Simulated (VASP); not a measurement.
# PtS2 (P-3m1) in VASP: notebook

Runs on PtS2. Level: PBE+D3(BJ). Tasks: single point.

Everything below comes from runs of VASP 6.6.1. Logs are shortened: lines on timing, memory, paths and dates and some standing lists are left out, and cuts for length are marked.

### Step 1. The cell of the first run

Symmetry: P-3m1, No. 164, trigonal system. The conventional cell has a = 3.543 Å, b = 3.543 Å, c = 5.039 Å, α = 90.00°, β = 90.00°, γ = 120.00°. Pt (site symmetry -3m) has 6 S at 2.40 Å within 3.2 Å. Within 3.2 Å of S (site symmetry 3m) lie 3 Pt at 2.40 Å.

### Step 2. Single point, PBE+D3(BJ)

INCAR

```
  PREC = Accurate
  ENCUT = 520
  EDIFF = 1E-7
  ISMEAR = 0
  SIGMA = 0.1
  LREAL = F
  LASPH = T
  NELM = 100
  ALGO = Normal
  ISIF = 2
  LWAVE = F
  LCHARG = F
  GGA = PE
  IVDW = 12
  NBANDS = 18
```

KPOINTS

```
Automatic mesh
0
Gamma
  6 6 4
```

POSCAR

```
PtS2
1.0
    3.5431994758      0.0000000000      0.0000000000
   -1.7715997379      3.0685007567      0.0000000000
    0.0000000000      0.0000000000      5.0388000000
Pt S
1 2
Direct
    0.0000000000      0.0000000000      0.0000000000
    0.3333333333      0.6666666667      0.2500000000
    0.6666666667      0.3333333333      0.7500000000
```

Potentials or basis: VASP PAW PBE potentials, release 64 (Pt, S).

Command:

```
$ cat potpaw_PBE.64/Pt/POTCAR potpaw_PBE.64/S/POTCAR > POTCAR
$ mpirun -np 1 vasp_std > vasp.out
```

OUTCAR:

```text
PREC = Accurate
   ENCUT = 520
   EDIFF = 1E-7
   ISMEAR = 0
   LREAL = F
   LASPH = T
   NELM = 100
   ISIF = 2
   GGA = PE
   IVDW = 12
 IVDW          = 12

 ion  position               nearest neighbor table
   1  0.000  0.000  0.000-   2 2.40   3 2.40   2 2.40   3 2.40   3 2.40   2 2.40
   2  0.333  0.667  0.250-   1 2.40   1 2.40   1 2.40
   3  0.667  0.333  0.750-   1 2.40   1 2.40   1 2.40

  LATTYP: Found a hexagonal cell.
 ALAT       =     3.5431994758
 C/A-ratio  =     1.4221045229

  Lattice vectors:

 A1 = (   3.5431994758,   0.0000000000,   0.0000000000)
 A2 = (  -1.7715997379,   3.0685007567,   0.0000000000)
 A3 = (   0.0000000000,   0.0000000000,   5.0388000000)

Analysis of symmetry for initial positions (statically):
=====================================================================
 Subroutine PRICEL returns:
 Original cell was already a primitive cell.

 Routine SETGRP: Setting up the symmetry group for a
 hexagonal supercell.

 Subroutine GETGRP returns: Found 12 space group operations
 (whereof 12 operations were pure point group operations)
 out of a pool of 24 trial point group operations.

The static configuration has the point symmetry D_3d.

Analysis of symmetry for dynamics (positions and initial velocities):
=====================================================================
 Subroutine PRICEL returns:
 Original cell was already a primitive cell.

 Routine SETGRP: Setting up the symmetry group for a
 hexagonal supercell.

 Subroutine GETGRP returns: Found 12 space group operations
 (whereof 12 operations were pure point group operations)
 out of a pool of 24 trial point group operations.

The dynamic configuration has the point symmetry D_3d.

 Subroutine INISYM returns: Found 12 space group operations
 (whereof 12 operations are pure point group operations),
 and found     1 'primitive' translations

----------------------------------------------------------------------------------------

                                     Primitive cell

  volume of cell :      54.7834

  direct lattice vectors                    reciprocal lattice vectors
     3.543199476  0.000000000  0.000000000     0.282230794  0.162946025  0.000000000
    -1.771599738  3.068500757  0.000000000     0.000000000  0.325892049  0.000000000
     0.000000000  0.000000000  5.038800000     0.000000000  0.000000000  0.198459951

  length of vectors
     3.543199476  3.543199476  5.038800000     0.325892049  0.325892049  0.198459951

  position of ions in fractional coordinates (direct lattice)
     0.000000000  0.000000000  0.000000000
     0.333333333  0.666666667  0.250000000
     0.666666667  0.333333333  0.750000000

  ion indices of the primitive-cell ions
   primitive index   ion index
                 1           1
                 2           2
                 3           3

----------------------------------------------------------------------------------------

 KPOINTS: Automatic mesh

Automatic generation of k-mesh.
 Grid dimensions read from file:
 generate k-points for:    6    6    4

 Generating k-lattice:

  Cartesian coordinates                     Fractional coordinates (reciprocal lattice)
     0.047038466  0.027157671  0.000000000     0.166666667  0.000000000  0.000000000
     0.000000000  0.054315342  0.000000000     0.000000000  0.166666667  0.000000000
     0.000000000  0.000000000  0.049614988     0.000000000  0.000000000  0.250000000

  Length of vectors
     0.054315342  0.054315342  0.049614988

  Shift w.r.t. Gamma in fractional coordinates (k-lattice)
     0.000000000  0.000000000  0.000000000

 Subroutine IBZKPT returns following result:
 ===========================================

 Found     24 irreducible k-points:

 Following reciprocal coordinates:
            Coordinates               Weight
  0.000000  0.000000  0.000000      1.000000
  0.166667  0.000000  0.000000      6.000000
  0.333333 -0.000000  0.000000      6.000000
  0.500000 -0.000000  0.000000      3.000000
  0.166667  0.166667  0.000000      6.000000
  0.333333  0.166667  0.000000     12.000000
[... 16 lines left out ...]
  0.333333  0.166667  0.500000     12.000000
  0.333333  0.333333  0.500000      2.000000
   k-points           NKPTS =     24   k-points in BZ     NKDIM =     24   number of bands    NBANDS=     18
   number of dos      NEDOS =    301   number of ions     NIONS =      3
   total plane-waves  NPLWV =  31360
   dimension x,y,z NGX =    28 NGY =   28 NGZ =   40
   dimension x,y,z NGXF=    56 NGYF=   56 NGZF=   80
   ions per type =               1   2
   NGX,Y,Z   is equivalent  to a cutoff of  13.14, 13.14, 13.20 a.u.
   NGXF,Y,Z  is equivalent  to a cutoff of  26.28, 26.28, 26.39 a.u.
 SYSTEM =  unknown system
   PREC   = accura    normal or accurate (medium, high low for compatibility)
   ISTART =      0    job   : 0-new  1-cont  2-samecut
   ICHARG =      2    charge: 1-file 2-atom 10-const
   ISPIN  =      1    spin polarized calculation?
   LNONCOLLINEAR =      F non collinear calculations
   LSORBIT =      F    spin-orbit coupling
   LASPH  =      T    aspherical Exc in radial PAW
   ENCUT  =  520.0 eV  38.22 Ry    6.18 a.u.   6.59  6.59  9.37*2*pi/ulx,y,z
   NELM   =    100;   NELMIN=  2; NELMDL= -5     # of ELM steps
   EDIFF  = 0.1E-06   stopping-criterion for ELM
   LREAL  =      F    real-space projection
   EDIFFG = 0.1E-05   stopping-criterion for IOM
   NSW    =      0    number of steps for IOM
   IBRION =     -1    ionic relax: 0-MD 1-quasi-New 2-CG
   NFREE  =      0    steps in history (QN), initial steepest desc. (CG)
   ISIF   =      2    stress and relaxation
   ISYM   =      2    0-nonsym 1-usesym 2-fastsym
   POTIM  = 0.5000    time-step for ionic-motion
   TEBEG  =    0.0;   TEEND  =   0.0 temperature during run
   PSTRESS=    0.0 pullay stress
   NELECT =      22.0000    total number of electrons
   NUPDOWN=      -1.0000    fix difference up-down
   EMIN   =  10.00;   EMAX   =-10.00  energy-range for DOS
   EFERMI =   0.00;   METHOD = LEGACY
   ISMEAR =     0;   SIGMA  =   0.10  broadening in eV -4-tet -1-fermi 0-gaus
   EFERMI_NEDOS =   21; number of points for ismear=-14 and -15
   IALGO  =     38    algorithm
   IMIX   =      4    mixing-type and parameters
     AMIX     =   0.40;   BMIX     =  1.00
     AMIX_MAG =   1.60;   BMIX_MAG =  1.00
  volume/ion in A,a.u.               =      18.26       123.23
  Fermi-wavevector in a.u.,A,eV,Ry     =   1.207812  2.282434 19.848319  1.458810
  Thomas-Fermi vector in A             =   2.343439
   LORBIT       =      0    0 simple, 1 ext, 2 COOP (PROOUT), +10 PAW based schemes
   GGA     = PE    functional components
   LHFCALC =     F    Hartree Fock is set to
   AEXX    =    0.0000 exact exchange contribution
   IVDW    =    12    specifies the selected vdW correction
   LEPSILON=     F    determine dielectric tensor
   LRPA    =     F    only Hartree local field effects (RPA)
 non-spin polarized calculation
 Gauss-broadening in eV      SIGMA  =   0.10
  energy-cutoff  :      520.00
  volume of cell :       54.78
 maximum number of plane-waves:      1507
 NGX is ok and might be reduce to    28
   NGX = 13   NGY = 13   NGZ = 19

 number of electron      22.0000000 magnetization

 Free energy of the ion-electron system (eV)
  ---------------------------------------------------
  ext. energy  EPLUGINS =         0.00000000
  ---------------------------------------------------
  free energy    TOTEN  =       -15.36148371 eV

  energy without entropy =      -15.36148301  energy(sigma->0) =      -15.36148336

 E-fermi :   7.1288     XC(G=0): -10.6934

 val. band max:        6.8623416038   @ k =   0.0000   0.0000   0.0000
 cond. band min:       7.4204457076   @ k =   0.3333   0.3333   0.0000
 fundamental gap:      0.5581041037
 Fermi energy:         7.1287703201

 k-point     1 :       0.0000    0.0000    0.0000
  band No.  band energies     occupation
      1      -8.3953      2.00000
      2      -5.5744      2.00000
      3      -0.2051      2.00000
      4       0.4188      2.00000
      5       0.4188      2.00000
      6       3.0597      2.00000
[... 10 lines left out ...]
     17      14.8514      0.00000
     18      19.7408      0.00000

 k-point     2 :       0.1667    0.0000    0.0000
  band No.  band energies     occupation
      1      -8.0562      2.00000
      2      -5.7151      2.00000
      3       0.1656      2.00000
      4       0.6191      2.00000
      5       0.6451      2.00000
      6       2.4822      2.00000
[... 10 lines left out ...]
     17      15.7719      0.00000
     18      16.6845      0.00000

 k-point     3 :       0.3333   -0.0000    0.0000
  band No.  band energies     occupation
      1      -7.2075      2.00000
      2      -6.0131      2.00000
      3       0.4161      2.00000
      4       0.9456      2.00000
      5       1.2214      2.00000
      6       1.6297      2.00000
[... 10 lines left out ...]
     17      15.4054      0.00000
     18      16.2930      0.00000

 k-point     4 :       0.5000   -0.0000    0.0000
  band No.  band energies     occupation
      1      -6.4837      2.00000
      2      -6.3384      2.00000
      3      -0.4009      2.00000
      4       1.0186      2.00000
      5       1.6045      2.00000
      6       2.6673      2.00000
[... 375 lines left out ...]
      4       0.6126      2.00000
      5       1.5101      2.00000
      6       2.1052      2.00000
[... 10 lines left out ...]
     17      15.5565      0.00000
     18      16.1654      0.00000

 k-point    23 :       0.3333    0.1667    0.5000
  band No.  band energies     occupation
      1      -6.5280      2.00000
      2      -6.2339      2.00000
      3      -0.1443      2.00000
      4       0.5958      2.00000
      5       1.4242      2.00000
      6       2.2562      2.00000
[... 10 lines left out ...]
     17      15.6728      0.00000
     18      17.1101      0.00000

 k-point    24 :       0.3333    0.3333    0.5000
  band No.  band energies     occupation
      1      -6.2603      2.00000
      2      -6.2603      2.00000
      3       0.5541      2.00000
      4       0.5541      2.00000
      5       0.7891      2.00000
      6       2.4896      2.00000
[... 10 lines left out ...]
     17      14.8179      0.00000
     18      17.4219      0.00000

------------------------ aborting loop because EDIFF is reached ----------------------------------------

 Edisp (eV)   -1.27460

 E8    (eV) :    -0.5108

  FORCE on cell =-STRESS in cart. coord.  units (eV):
  Direction    XX          YY          ZZ          XY          YZ          ZX
  --------------------------------------------------------------------------------------
  -------------------------------------------------------------------------------------
  Total      -0.33780    -0.33780    -1.25880    -0.00000    -0.00000    -0.00000
  in kB      -9.87908    -9.87908   -36.81438    -0.00000    -0.00000    -0.00000
  external pressure =      -18.86 kB  Pullay stress =        0.00 kB

 VOLUME and BASIS-vectors are now :
 -----------------------------------------------------------------------------
  energy-cutoff  :      520.00
  volume of cell :       54.78
      direct lattice vectors                 reciprocal lattice vectors
     3.543199476  0.000000000  0.000000000     0.282230794  0.162946025  0.000000000
    -1.771599738  3.068500757  0.000000000     0.000000000  0.325892049  0.000000000
     0.000000000  0.000000000  5.038800000     0.000000000  0.000000000  0.198459951

 POSITION                                       TOTAL-FORCE (eV/Angst)
 -----------------------------------------------------------------------------------
      0.00000      0.00000      0.00000         0.000000     -0.000000      0.000000
     -0.00000      2.04567      1.25970        -0.000000      0.000000     -0.347792
      1.77160      1.02283      3.77910         0.000000     -0.000000      0.347792
 -----------------------------------------------------------------------------------
    total drift:                               -0.000000     -0.000000     -0.000000

  FREE ENERGIE OF THE ION-ELECTRON SYSTEM (eV)
  ---------------------------------------------------
  free  energy   TOTEN  =       -16.6360818384 eV

  energy  without entropy=      -16.6360811434  energy(sigma->0) =      -16.63608149
```

It took 10 s on 1 thread of Intel Xeon 6975P-C (Granite Rapids), shared host; peak memory 0.19 GiB.

Results:

```
Free energy                : -16.6361 eV
Pressure                   : -1.9 GPa
Largest force              : 0.348 eV/Å
Band gap on the k mesh     : 0.56 eV, indirect (least direct gap 1.31 eV)
Dispersion energy per atom : -0.425 eV
```

Forces on the atoms (eV/Å):
```
Pt   0.000  0.000  0.000
S    0.000  0.000 -0.348
S    0.000  0.000  0.348
```

Levels at points of the mesh, in eV from the valence-band top:
| k point | band 9 | band 10 | band 11 | band 12 | band 13 | band 14 |
| --- | --- | --- | --- | --- | --- | --- |
| (0.00, 0.00, 0.00) | -1.13 | -1.13 | 0.00 | 1.77 | 1.77 | 4.51 |
| (0.50, 0.00, 0.00) | -3.07 | -3.01 | -2.54 | 1.27 | 2.40 | 5.39 |
| (0.00, 0.00, 0.50) | -1.45 | -1.45 | -1.28 | 2.44 | 2.44 | 5.52 |
| (0.50, 0.00, 0.50) | -2.74 | -2.68 | -1.50 | 1.38 | 2.07 | 4.93 |

Caveat: spin-orbit coupling is left out, which moves the levels of the heavy elements.

### Step 3. Single point, PBE+D3(BJ)

This run uses another cell than the first one, of 17.28 Å³/atom, 0.946 times its volume.

INCAR

```
SYSTEM = PtS2
PREC = Accurate
ENCUT = 520
EDIFF = 1E-6
ISMEAR = 0
SIGMA = 0.02
LREAL = .FALSE.
LASPH = .TRUE.
NELM = 100
ALGO = Normal
ISIF = 2
LWAVE = .FALSE.
LCHARG = .TRUE.
GGA = PE
IVDW = 12
LELF = .TRUE.
LVHAR = .TRUE.
NBANDS = 18
```

KPOINTS

```
Automatic mesh
0
G
  12 12 8
  0 0 0
```

POSCAR

```
PtS2
1.0
    3.5833083341      0.0000000000      0.0000000000
   -1.7916541671      3.1032360469      0.0000000000
    0.0000000000      0.0000000000      4.6622743727
Pt S
1 2
Direct
    0.0000000000      0.0000000000      0.0000000000
    0.3333333333      0.6666666667      0.2587517398
    0.6666666667      0.3333333333      0.7412482602
```

Potentials or basis: VASP PAW PBE potentials, release 64 (Pt, S).

Command:

```
$ cat potpaw_PBE.64/Pt/POTCAR potpaw_PBE.64/S/POTCAR > POTCAR
$ mpirun -np 1 vasp_std > vasp.out
```

It took 3.5 min on 1 thread of AMD EPYC 7R43 (Zen 3), shared host; peak memory 0.23 GiB.

It converged, with:

| Item | Value |
| --- | --- |
| Free energy | -16.6702 eV |
| Pressure | -0.5 GPa |
| Largest force | 0.043 eV/Å |
| Band gap on the k mesh | 0.07 eV, indirect (least direct gap 0.69 eV) |
| Dispersion energy per atom | -0.451 eV |

Forces on the atoms (eV/Å):
```
Pt   0.000  0.000  0.000
S    0.000  0.000 -0.043
S    0.000  0.000  0.043
```

Stress tensor (GPa, compression positive):
```
-0.56  0.00  0.00
 0.00 -0.56  0.00
 0.00  0.00 -0.31
```

Levels at points of the mesh, in eV from the valence-band top:
| k point | band 8 | band 9 | band 10 | band 11 | band 12 | band 13 | band 14 | band 15 |
| --- | --- | --- | --- | --- | --- | --- | --- | --- |
| (0.00, 0.00, 0.00) | -2.53 | -1.64 | -1.64 | 0.00 | 1.11 | 1.11 | 3.58 | 4.96 |
| (0.50, 0.00, 0.00) | -4.10 | -3.63 | -3.54 | -3.01 | 0.71 | 2.25 | 5.21 | 6.26 |
| (0.00, 0.00, 0.50) | -3.32 | -2.17 | -2.17 | -1.59 | 2.20 | 2.20 | 5.25 | 6.78 |
| (0.50, 0.00, 0.50) | -3.66 | -3.29 | -3.22 | -1.59 | 0.72 | 1.59 | 4.83 | 5.04 |

Caveat: spin-orbit coupling is left out, which moves the levels of the heavy elements.
